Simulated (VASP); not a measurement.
Crystal: P.

```
CELL_PARAMETERS angstrom
0.00000 1.81700 2.52790
1.63170 0.00000 2.52790
1.63170 1.81700 0.00000
ATOMIC_POSITIONS crystal
P 0.00000 0.00000 0.00000
```

- Program: VASP 6.6.1
- Task: relaxation of cell and atoms
- Functional: PBE
- Potentials or basis: VASP PAW PBE potentials, release 64 (P)
- Cutoff: 500 eV
- k mesh: 24 × 24 × 24
- Occupations: gaussian, width 0.1 eV
- Spin: no spin polarisation

At the start: pressure -0.9 GPa; volume 14.99 Å³/atom.

Task: Where does the relaxation end?

Result: Over 30 steps the energy falls by 152.2 meV/atom and the volume is 19.12 Å³/atom (+27.6 %); space group Fmmm (No. 69, to 0.1 Å) before, I4/mmm (No. 139, to 0.1 Å).

Step by step:
```csv
step,energy change (eV),largest force (eV/Å),pressure (GPa),volume (Å³)
1,0.0000,0.0000,-0.88,14.99
2,-0.0106,0.0000,0.79,14.81
3,-0.0120,0.0000,8.65,14.23
4,-0.0198,0.0000,4.28,14.52
5,-0.0242,0.0000,4.31,14.58
6,-0.0352,0.0000,4.62,14.74
7,-0.0484,0.0000,5.63,15.03
8,-0.0387,0.0000,9.80,15.48
9,-0.0567,0.0000,6.02,15.18
10,-0.0593,0.0000,7.35,15.34
11,-0.0682,0.0000,6.57,15.61
12,-0.0796,0.0000,5.40,16.26
13,-0.0692,0.0000,4.03,17.54
14,-0.0809,0.0000,4.85,16.67
15,-0.1006,0.0000,3.00,17.04
16,-0.1310,0.0000,-1.58,18.19
17,-0.1328,0.0000,-2.46,18.52
18,-0.1428,0.0000,-1.59,18.47
19,-0.1479,0.0000,-0.42,18.41
20,-0.1480,0.0000,-0.22,18.40
21,-0.1492,0.0000,0.29,18.36
22,-0.1496,0.0000,0.80,18.33
23,-0.1496,0.0000,0.90,18.33
24,-0.1503,0.0000,0.58,18.45
25,-0.1508,0.0000,0.00,18.70
26,-0.1515,0.0000,-0.05,18.82
27,-0.1522,0.0000,-0.16,19.14
28,-0.1522,0.0000,-0.17,19.15
29,-0.1522,0.0000,0.15,19.11
30,-0.1522,0.0000,0.02,19.12
```

Final structure:
```yaml
crystal:
  lattice:
    - [0.00000, 1.61554, 3.66528]
    - [1.61484, 0.00000, 3.66528]
    - [1.61484, 1.61554, 0.00000]
  atoms:
    - { symbol: P, position: [0.00000, 0.00000, 0.00000] }
```

Caveat: the volume moved by over 15 % at a fixed basis, so the end points are rough.
